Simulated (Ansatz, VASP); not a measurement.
MoSe in VASP and in Ansatz

```
CELL_PARAMETERS angstrom
0.00000 3.16455 3.16455
3.16455 0.00000 3.16455
3.16455 3.16455 0.00000
ATOMIC_POSITIONS crystal
Mo 0.00000 0.00000 0.00000
Se 0.25000 0.25000 0.25000
```

Alike in both runs: task single point; functional PBE; k mesh 12 × 12 × 12; occupations gaussian, width 0.1 eV; collinear spin; Hubbard terms Mo d U = 4.38 eV.

|  | VASP | Ansatz |
| --- | --- | --- |
| version | VASP 6.6.1 | Ansatz 0.2.0 |
| potentials or method | VASP PAW PBE potentials, release 64 (Mo_sv, Se), cutoff 520 eV | scalar-relativistic, plane waves, PAW |
| valence electrons in the cell | 20 | 30 |

```tsv
	VASP	Ansatz	Ansatz less VASP
gap on the k mesh at the Fermi level (eV)	none	none	-
pressure (GPa)	-2.5	-1.7	+0.87
net moment per atom (μB)	2.00	2.00	0.000
size of the moment on the site where the two differ most (μB)	3.64	3.26	-0.383
```

Site moments also hang on the region over which each program counts them. The programs project onto different local orbitals, so the same U acts differently, and such runs can settle in different states. A gap of «none» marks a metal or a gap that the smearing closes. VASP's potentials hold 20 valence electrons a cell and Ansatz's 30, so a difference there can come from the potentials and not from the codes. Ansatz's warnings: filled band counts differ across k points.
